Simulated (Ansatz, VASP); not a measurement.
# One calculation of Li2NbCl6, two programs

```
Nb Cl Li
1.0
     3.06287    5.30504    0.00000
    -3.06287    5.30504    0.00000
     0.00000    0.00000    5.69846
Nb Cl Li
1 6 2
Cartesian
  0.0000 0.0000 0.0000
  -1.0857 5.3050 1.3915
  -0.9886 1.7122 1.3915
  2.0743 3.5928 1.3915
  -2.0743 3.5928 4.3070
  1.0857 5.3050 4.3070
  0.9886 1.7122 4.3070
  0.0000 3.5367 2.8492
  0.0000 7.0734 2.8492
```

Alike in both runs: functional PBE; k mesh 6 × 6 × 5; occupations fermi-dirac, width 0.0314 eV; no spin polarisation.

Ansatz relaxed the structure, and its values are those at the end. VASP's run is a single point on that final structure, the one shown.

```csv
,VASP,Ansatz
version,VASP 6.6.1,Ansatz 0.2.0
potentials or method,"VASP PAW PBE potentials, release 64 (Nb_sv, Cl, Li_sv), cutoff 520 eV",PAW plane waves
valence electrons in the cell,61,61
```

Ansatz gave:

| Item | Value |
| --- | --- |
| rms of the force components (eV/Å) | 0.000 |

Task: What did VASP give for the same quantities?

Result: rms of the force components (eV/Å): 0.009.

The functional is the same, so the differences come from potentials, cutoffs and numerics. Ansatz's warnings: stress scf threshold loose, structure snapped to symmetry.

Noted on VASP's run: the cutoff is short for stress, so the pressure is rough.
